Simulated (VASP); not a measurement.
## Mo2Se2S: single point with PBE

The system is Mo2Se2S.

```
CELL_PARAMETERS angstrom
4.24295 0.00000 0.00000
-2.12147 3.67450 0.00000
0.00000 0.00000 7.95951
ATOMIC_POSITIONS crystal
Mo 0.33333 0.66667 0.50000
Mo 0.66667 0.33333 0.50000
Se 0.00000 0.00000 0.29467
Se 0.00000 0.00000 0.70533
S 0.00000 0.00000 0.00000
```

* Program: VASP 6.6.1
* Task: single point
* Functional: PBE
* Potentials or basis: VASP PAW PBE potentials, release 64 (Mo_sv, Se, S)
* Cutoff: 500 eV
* k mesh: 3 × 3 × 2
* Occupations: gaussian, width 0.15 eV
* Spin: collinear spin, ferromagnetic start
* Starting moments: [1.0, 1.0, 0.0, 0.0, 0.0] μB
* Dipole correction: no
* Further INCAR settings: ALGO = Normal; EDIFF = 1e-06; NBANDS = 35

```json
{"Pressure": "0.1 GPa", "Largest force": "0.043 eV/Å", "Net moment": "0.11 μB per cell", "Site moments": "Mo +0.04; Se -0.00; S -0.00 μB", "Valence electrons inside the program's atomic spheres": "Mo 12.60; Se 3.74; S 3.60"}
```

Forces in eV/Å, atoms in the order of the input:
```
Mo   0.000  0.000  0.000
Mo   0.000  0.000  0.000
Se   0.000  0.000  0.043
Se   0.000  0.000 -0.043
S    0.000  0.000  0.000
```

Stress tensor (GPa, compression positive):
```
-0.14  0.00  0.00
 0.00 -0.14  0.00
 0.00  0.00  0.44
```

Levels at points of the mesh, in eV from the Fermi level:
Spin up:
```csv
k point,band 19,band 20,band 21,band 22,band 23,band 24,band 25,band 26,band 27,band 28
"(0.00, 0.00, 0.00)",-2.39,-1.22,-0.85,-0.85,-0.54,-0.54,1.18,1.38,1.92,1.92
"(0.00, 0.00, 0.50)",-2.39,-0.55,-0.54,-0.54,-0.34,-0.34,0.53,1.14,1.14,1.18
```
Spin down:
```
           k point  band 20  band 21  band 22  band 23  band 24  band 25  band 26  band 27
(0.00, 0.00, 0.00)    -1.15    -0.85    -0.85    -0.52    -0.52     1.29     1.40     1.93
(0.00, 0.00, 0.50)    -0.55    -0.52    -0.52    -0.34    -0.34     0.56     1.15     1.15
```

Wall time 75 s on 1 thread of Intel Xeon 6975P-C, on a shared host, peak memory 0.3 GiB.

Caveat: the k points lie up to 0.57 Å⁻¹ apart.
